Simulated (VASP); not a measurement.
# Si in VASP: a series of runs

Si is run at these levels: PBE; tasks: relaxation of the atoms, single point.

Everything below comes from runs of VASP 6.6.1. Logs are shortened: lines on timing, memory, paths and dates and some standing lists are left out, and cuts for length are marked.

## (1) The cell of the first run

The cell holds a slab with vacuum, 5 atoms: a = 3.868 Å, b = 3.868 Å, c = 19.437 Å, α = 90.00°, β = 90.00°, γ = 120.00°.

## (2) Relaxation of the atoms, PBE, collinear spin

The input, INCAR:

```
SYSTEM = Si
ALGO = Normal
DIPOL = 0.5 0.5 0.321
EDIFF = 1E-6
EDIFFG = -0.025
ENCUT = 520
GGA = PE
IBRION = 2
IDIPOL = 3
ISIF = 2
ISMEAR = 0
ISPIN = 2
KPAR = 4
LASPH = .True.
LCHARG = .False.
LDIPOL = .True.
LORBIT = 11
LREAL = .False.
LWAVE = .False.
MAGMOM = 0 0 0 0 2
NELM = 150
NSW = 36
PREC = Accurate
SIGMA = 0.05
```

The input, KPOINTS:

```
k-points
0
Gamma
  9 9 1
  0 0 0
```

The input, POSCAR:

```
Si
1.0
    3.8675355712      0.0000000000      0.0000000000
   -1.9337677856      3.3493840547      0.0000000000
    0.0000000000      0.0000000000     19.4372968022
Si
5
Selective dynamics
Direct
    0.3333333333      0.6666666667      0.2057899327  F F F
    0.0000000000      0.0000000000      0.2464055286  F F F
    0.0000000000      0.0000000000      0.3748662336  F F F
    0.6666666667      0.3333333333      0.4083539436  F F F
    1.3333333333      0.6666666667      0.3676956947  F F T
```

Potentials or basis: VASP PAW PBE potentials, release 64 (Si).

The run is started by

```sh
cat potpaw_PBE.64/Si/POTCAR > POTCAR
mpirun -np 4 vasp_std > vasp.out
```

OUTCAR:

```text
SYSTEM = Si
   EDIFF = 1E-6
   EDIFFG = -0.025
   ENCUT = 520
   GGA = PE
   IBRION = 2
   ISIF = 2
   ISMEAR = 0
   ISPIN = 2
   LASPH = .True.
   LORBIT = 11
   LREAL = .False.
   NELM = 150
   NSW = 36
   PREC = Accurate

 ion  position               nearest neighbor table
   1  0.333  0.667  0.206-   2 2.37   2 2.37   2 2.37   5 3.15
   2  0.000  0.000  0.246-   1 2.37   1 2.37   1 2.37   3 2.50
   3  0.000  0.000  0.375-   5 2.24   5 2.24   5 2.24   4 2.33   4 2.33   4 2.33   2 2.50
   4  0.667  0.333  0.408-   3 2.33   3 2.33   3 2.33   5 2.37   5 2.37   5 2.37
   5  0.333  0.667  0.368-   3 2.24   3 2.24   3 2.24   4 2.37   4 2.37   4 2.37   1 3.15

  LATTYP: Found a hexagonal cell.
 ALAT       =     3.8675355712
 C/A-ratio  =     5.0257577324

  Lattice vectors:

 A1 = (   3.8675355712,   0.0000000000,   0.0000000000)
 A2 = (  -1.9337677856,   3.3493840547,   0.0000000000)
 A3 = (   0.0000000000,   0.0000000000,  19.4372968022)

Analysis of symmetry for initial positions (statically):
=====================================================================
 Subroutine PRICEL returns:
 Original cell was already a primitive cell.

 Routine SETGRP: Setting up the symmetry group for a
 hexagonal supercell.

 Subroutine GETGRP returns: Found  6 space group operations
 (whereof  6 operations were pure point group operations)
 out of a pool of 24 trial point group operations.

The static configuration has the point symmetry C_3v.

Analysis of symmetry for dynamics (positions and initial velocities):
=====================================================================
 Subroutine PRICEL returns:
 Original cell was already a primitive cell.

 Routine SETGRP: Setting up the symmetry group for a
 hexagonal supercell.

 Subroutine GETGRP returns: Found  6 space group operations
 (whereof  6 operations were pure point group operations)
 out of a pool of 24 trial point group operations.

The dynamic configuration has the point symmetry C_3v.

Analysis of constrained symmetry for selective dynamics:
=====================================================================
 Subroutine PRICEL returns:
 Original cell was already a primitive cell.

 Routine SETGRP: Setting up the symmetry group for a
 hexagonal supercell.

 Subroutine GETGRP returns: Found  6 space group operations
 (whereof  6 operations were pure point group operations)
 out of a pool of 24 trial point group operations.

The constrained configuration has the point symmetry C_3v.

Analysis of structural, dynamic, and magnetic symmetry:
=====================================================================
 Subroutine PRICEL returns:
 Original cell was already a primitive cell.

 Routine SETGRP: Setting up the symmetry group for a
 hexagonal supercell.

 Subroutine GETGRP returns: Found  6 space group operations
 (whereof  6 operations were pure point group operations)
 out of a pool of 24 trial point group operations.

The overall configuration has the point symmetry C_3v.

 Subroutine INISYM returns: Found  6 space group operations
 (whereof  6 operations are pure point group operations),
 and found     1 'primitive' translations

----------------------------------------------------------------------------------------

                                     Primitive cell

  volume of cell :     251.7881

  direct lattice vectors                    reciprocal lattice vectors
     3.867535571  0.000000000  0.000000000     0.258562586  0.149281179  0.000000000
    -1.933767786  3.349384055  0.000000000     0.000000000  0.298562358  0.000000000
     0.000000000  0.000000000 19.437296802     0.000000000  0.000000000  0.051447483

  length of vectors
     3.867535571  3.867535571 19.437296802     0.298562358  0.298562358  0.051447483

  position of ions in fractional coordinates (direct lattice)
     0.333333333  0.666666667  0.205789933
     0.000000000  0.000000000  0.246405529
     0.000000000  0.000000000  0.374866234
     0.666666667  0.333333333  0.408353944
     0.333333333  0.666666667  0.367695695

  ion indices of the primitive-cell ions
[... 106 lines left out ...]

 number of electron      20.0000002 magnetization       0.0000368

 number of electron      20.0000002 magnetization      -0.0000048

 Free energy of the ion-electron system (eV)
  ---------------------------------------------------
  ext. energy  EPLUGINS =         0.00000000
  ---------------------------------------------------
  free energy    TOTEN  =       -22.76025779 eV

  energy without entropy =      -22.75894623  energy(sigma->0) =      -22.75960201

------------------------ aborting loop because EDIFF is reached ----------------------------------------

  FORCE on cell =-STRESS in cart. coord.  units (eV):
  Direction    XX          YY          ZZ          XY          YZ          ZX
  --------------------------------------------------------------------------------------
  -------------------------------------------------------------------------------------
  Total       11.1976569     11.1976569     -0.4655114     -0.0000000      0.0000000      0.0000000
  in kB       71.2529102     71.2529102     -2.9621413     -0.0000000      0.0000000      0.0000000
  external PRESSURE =      46.5145597 kB  Pullay stress =       0.0000000 kB
[... 30 lines left out ...]
 number of electron      20.0000002 magnetization      -0.0000005

------------------------ aborting loop because EDIFF is reached ----------------------------------------

 vacuum level on the upper side and lower side of the slab       (xc-potential included)        -0.061        -0.161

  FORCE on cell =-STRESS in cart. coord.  units (eV):
  Direction    XX          YY          ZZ          XY          YZ          ZX
  --------------------------------------------------------------------------------------
  -------------------------------------------------------------------------------------
  Total       10.8014602     10.8014602     -0.4987460      0.0000000      0.0000000      0.0000000
  in kB       68.7318323     68.7318323     -3.1736199      0.0000000      0.0000000      0.0000000
  external PRESSURE =      44.7633482 kB  Pullay stress =       0.0000000 kB
[... 102 lines left out ...]
  FREE ENERGIE OF THE ION-ELECTRON SYSTEM (eV)
  ---------------------------------------------------
  free  energy   TOTEN  =       -23.8931176808 eV

  energy  without entropy=      -23.8881584714  energy(sigma->0) =      -23.89063808

 dipolmoment           0.000000      0.000000     -0.004281 electrons x Angstroem

--------------------------------------- Ionic step        5  -------------------------------------------

 number of electron      20.0000002 magnetization       0.0000000

 number of electron      20.0000002 magnetization      -0.0000000

 E-fermi :   0.0232     XC(G=0):  -4.1022

 val. band max:        0.0157866631   @ k =   0.3333   0.2222   0.0000
 cond. band min:       0.3566717752   @ k =   0.4444  -0.0000   0.0000
 fundamental gap:      0.3408851121
 Fermi energy:         0.0232271375

 spin component 1

 k-point     1 :       0.0000    0.0000    0.0000
  band No.  band energies     occupation
      1     -14.1699      1.00000
      2     -11.7316      1.00000
      3      -7.2270      1.00000
      4      -3.3248      1.00000
      5      -3.2194      1.00000
      6      -3.2194      1.00000
      7      -1.9718      1.00000
      8      -1.9487      1.00000
      9      -1.9487      1.00000
     10      -0.5597      1.00000
     11      -0.5597      1.00000
[... 496 lines left out ...]
--------------------------------------- Ionic step        7  -------------------------------------------

 number of electron      20.0000002 magnetization      -0.0000000

 dipolmoment           0.000000      0.000000      0.022708 electrons x Angstroem

 Free energy of the ion-electron system (eV)
  ---------------------------------------------------
  ext. energy  EPLUGINS =         0.00000000
  ---------------------------------------------------
  free energy    TOTEN  =       -23.91932117 eV

  energy without entropy =      -23.91522703  energy(sigma->0) =      -23.91727410

 E-fermi :  -0.0192     XC(G=0):  -4.0778

 val. band max:       -0.0266390114   @ k =   0.3333   0.2222   0.0000
 cond. band min:       0.3584531850   @ k =   0.4444  -0.0000   0.0000
 fundamental gap:      0.3850921964
 Fermi energy:        -0.0191830844

 spin component 1

 k-point     1 :       0.0000    0.0000    0.0000
  band No.  band energies     occupation
      1     -14.2264      1.00000
      2     -11.6904      1.00000
      3      -7.2104      1.00000
      4      -3.2136      1.00000
      5      -3.2136      1.00000
      6      -3.2007      1.00000
      7      -2.0664      1.00000
      8      -2.0664      1.00000
      9      -1.8351      1.00000
     10      -0.8389      1.00000
     11      -0.8389      1.00000
[... 409 lines left out ...]
      4      -7.9785      1.00000
      5      -7.9701      1.00000
      6      -5.3974      1.00000
      7      -3.7372      1.00000
      8      -3.3897      1.00000
      9      -2.1935      1.00000
     10       0.5582      0.00000
     11       1.5241      0.00000
     12       1.8345      0.00000
     13       2.9782      0.00000
     14       2.9879      0.00000
     15       3.0903      0.00000

------------------------ aborting loop because EDIFF is reached ----------------------------------------

 vacuum level on the upper side and lower side of the slab       (xc-potential included)         0.153        -0.156

  FORCE on cell =-STRESS in cart. coord.  units (eV):
  Direction    XX          YY          ZZ          XY          YZ          ZX
  --------------------------------------------------------------------------------------
  -------------------------------------------------------------------------------------
  Total        6.9206163      6.9206163      1.4813041      0.0000000      0.0000000      0.0000000
  in kB       44.0372531     44.0372531      9.4258316      0.0000000      0.0000000      0.0000000
  external PRESSURE =      32.5001126 kB  Pullay stress =       0.0000000 kB
[... 20 lines left out ...]
  FREE ENERGIE OF THE ION-ELECTRON SYSTEM (eV)
  ---------------------------------------------------
  free  energy   TOTEN  =       -23.9193211746 eV

  energy  without entropy=      -23.9152270270  energy(sigma->0) =      -23.91727410

 reached required accuracy - stopping structural energy minimisation

 vacuum level on the upper side and lower side of the slab         4.283         3.965

 total charge

# of ion       s       p       d       tot
------------------------------------------
    1        0.821   0.861   0.000   1.681
    2        0.779   0.848   0.000   1.627
    3        0.761   0.936   0.000   1.697
    4        0.843   0.812   0.000   1.655
    5        0.817   0.822   0.000   1.639
--------------------------------------------------
tot          4.021   4.280   0.000   8.300

 magnetization (x)

# of ion       s       p       d       tot
------------------------------------------
    1        0.000   0.000   0.000   0.000
    2        0.000   0.000   0.000   0.000
    3       -0.000  -0.000   0.000  -0.000
    4       -0.000  -0.000   0.000  -0.000
    5        0.000   0.000   0.000   0.000
--------------------------------------------------
tot          0.000  -0.000   0.000  -0.000
```

Run time: 7.4 min. Hardware: 4 MPI ranks of Intel Xeon Platinum 8375C at 2.90GHz (Ice Lake), shared host; peak memory 0.5 GiB.

What came out:

```
Free energy                                           : -23.9193 eV
Energy gained by relaxing                             : 231.8 meV/atom
Ionic steps                                           : 7
Band gap on the k mesh                                : zero (filled and empty bands overlap)
Net moment                                            : 0.00 μB per cell
Valence electrons inside the program's atomic spheres : Si 1.68, 1.63, 1.70, 1.66, 1.64
```

Step by step:
```tsv
step	energy change (eV)	largest force on free atoms (eV/Å)	pressure (GPa)
1	0.0000	1.4003	4.65
2	-0.1006	1.5710	4.48
3	-0.4645	2.0559	4.09
4	-1.1329	0.6798	3.28
5	-1.0635	1.5936	3.38
6	-1.1581	0.1393	3.25
7	-1.1591	0.0136	3.25
```

Final structure:
```
CELL_PARAMETERS angstrom
3.86754 0.00000 0.00000
-1.93377 3.34938 0.00000
0.00000 0.00000 19.43730
ATOMIC_POSITIONS crystal
Si 0.33333 0.66667 0.20579
Si 0.00000 0.00000 0.24641
Si 0.00000 0.00000 0.37487
Si 0.66667 0.33333 0.40835
Si 0.33333 0.66667 0.32910
```

## (3) Relaxation of the atoms, PBE, collinear spin

The input, INCAR:

```
PREC     = Accurate       # precision mode
ENCUT    = 520            # plane-wave cutoff, eV
EDIFF    = 1E-6           # SCF threshold, eV
ISMEAR   = 0              # smearing method
SIGMA    = 0.05           # smearing width, eV
LREAL    = F              # projectors in reciprocal space
LASPH    = T              # aspherical terms in the spheres
NELM     = 150            # most SCF steps
ALGO     = Normal         # electronic algorithm
ISIF     = 2              # what is computed and relaxed
LWAVE    = F              # write WAVECAR
LCHARG   = F              # write CHGCAR
ISPIN    = 2              # spin polarisation
MAGMOM   = 0 0 0 0 2      # initial moments
LORBIT   = 11             # projections on sites
LDIPOL   = T            
IDIPOL   = 3            
DIPOL    = 0.5 0.5 0.352
GGA      = PE             # functional
IBRION   = 2              # ionic algorithm
NSW      = 36             # ionic steps
EDIFFG   = -0.025         # ionic threshold
KPAR     = 4
```

The input, KPOINTS:

```
regular mesh
0
Gamma
  9 9 1
```

Changes to POSCAR since step 2:

```diff
@@ -13,2 +13,2 @@
     0.6666666667      0.3333333333      0.4083539436  F F F
-    1.3333333333      0.6666666667      0.3676956947  F F T
+    0.6666666667      0.3333333333      0.5225673562  F F T
```

Potentials or basis: VASP PAW PBE potentials, release 64 (Si).

The run is started by

```sh
cat potpaw_PBE.64/Si/POTCAR > POTCAR
mpirun -np 4 vasp_std > vasp.out
```

Run time: 3 min. Hardware: 4 MPI ranks of AMD EPYC 7R43 (Zen 3), shared host; peak memory 0.49 GiB.

The run converged. Its results:

* Free energy: -23.6595 eV
* Energy gained by relaxing: 19.8 meV/atom
* Ionic steps: 4
* Band gap on the k mesh: zero (filled and empty bands overlap)
* Net moment: 0.00 μB per cell
* Valence electrons inside the program's atomic spheres: Si 1.63, 1.65, 1.66, 1.71, 1.51

The path:
```
step  energy change (eV)  largest force on free atoms (eV/Å)  pressure (GPa)
   1              0.0000                              1.5062           -0.23
   2             -0.0768                              0.6466           -0.69
   3             -0.0989                              0.0311           -1.06
   4             -0.0990                              0.0043           -1.05
```

Final structure:
```
CELL_PARAMETERS angstrom
3.86754 0.00000 0.00000
-1.93377 3.34938 0.00000
0.00000 0.00000 19.43730
ATOMIC_POSITIONS crystal
Si 0.33333 0.66667 0.20579
Si 0.00000 0.00000 0.24641
Si 0.00000 0.00000 0.37487
Si 0.66667 0.33333 0.40835
Si 0.66667 0.33333 0.53006
```

Levels at points of the mesh, in eV from the Fermi level:
Spin up:
```tsv
k point	band 6	band 7	band 8	band 9	band 10	band 11	band 12	band 13	band 14	band 15
(0.00, 0.00, 0.00)	-1.13	-1.13	-0.32	-0.32	0.44	1.57	2.46	2.46	2.59	3.52
```
Spin down:
```
           k point  band 8  band 9  band 10  band 11  band 12  band 13
(0.00, 0.00, 0.00)   -0.32   -0.32     0.44     1.57     2.46     2.46
```

## (4) Single point, PBE, collinear spin

The input, INCAR:

```
PREC = Accurate ; ENCUT = 520
EDIFF = 1E-6 ; ISMEAR = 0
SIGMA = 0.05 ; LREAL = F
LASPH = T ; NELM = 150
ALGO = Normal ; ISIF = 2
LWAVE = F ; LCHARG = F
ISPIN = 2 ; MAGMOM = 0 0 0 0 2
LORBIT = 11 ; LDIPOL = T
IDIPOL = 3 ; DIPOL = 0.5 0.5 0.353
GGA = PE ; NBANDS = 22
```

KPOINTS is that of step 3.

The input, POSCAR:

```
Si
1.0
    3.8675355712      0.0000000000      0.0000000000
   -1.9337677856      3.3493840547      0.0000000000
    0.0000000000      0.0000000000     19.4372968022
Si
5
Direct
    0.3333333333      0.6666666667      0.2057899327
    0.0000000000      0.0000000000      0.2464055286
    0.0000000000      0.0000000000      0.3748662336
    0.6666666667      0.3333333333      0.4083539436
    0.6666666667      0.3333333333      0.5301652473
```

The run is started by

```sh
cat potpaw_PBE.64/Si/POTCAR > POTCAR
mpirun -np 1 vasp_std > vasp.out
```

It took 11 min on 1 thread of Intel Xeon 8259CL, shared host; peak memory 0.49 GiB.

Results (log left out):

```yaml
Free_energy: -23.6593 eV
Largest_force: 0.725 eV/Å
Net_moment: -0.28 μB per cell
Site_moments: Si -0.10, -0.00, -0.01, +0.02 (each value once) μB
Valence_electrons_inside_the_program's_atomic_spheres: Si 1.63, 1.65, 1.66, 1.71, 1.51
```

Forces in eV/Å, atoms in the order of the input:
```
Si   0.000  0.000  0.725
Si   0.000  0.000 -0.555
Si   0.000  0.000 -0.682
Si   0.000  0.000  0.490
Si   0.000  0.000  0.022
```

Levels at points of the mesh, in eV from the Fermi level:
Spin up:
| k point | band 7 | band 8 | band 9 | band 10 | band 11 | band 12 | band 13 | band 14 |
| --- | --- | --- | --- | --- | --- | --- | --- | --- |
| (0.00, 0.00, 0.00) | -1.05 | -0.23 | -0.23 | 0.63 | 1.66 | 2.51 | 2.51 | 2.73 |
Spin down:
```csv
k point,band 8,band 9,band 10,band 11,band 12,band 13
"(0.00, 0.00, 0.00)",-0.29,-0.29,0.40,1.62,2.53,2.53
```

Caveat: a moment this small can come from the mesh or the smearing.

## (5) Overview

| task | cell | atoms held fixed (from 0) | atoms held along some axes (from 0) | gap on the mesh (eV) | moment (μB) |
| --- | --- | --- | --- | --- | --- |
| relaxation of the atoms | atoms relaxed, atomic positions A | [0, 1, 2, 3] | atom 4 along a and b | none | 0.00 |
| relaxation of the atoms | atoms relaxed, atomic positions B | [0, 1, 2, 3] | atom 4 along a and b | none | 0.00 |
| single point | as given, atomic positions C | - | - | none | 0.28 |

Alike in all rows: level PBE; potentials or basis VASP PAW PBE potentials, release 64 (Si); spin collinear; k mesh 9 × 9 × 1; cutoff (eV) 520; smearing gaussian 0.05 eV.

Caveats: a moment this small can come from the mesh or the smearing (at least some runs).

Total energies depend on the potentials used, so only differences within one code and one set of settings carry meaning.

The gap in the log of VASP goes by the Fermi energy; the results here count the filled bands.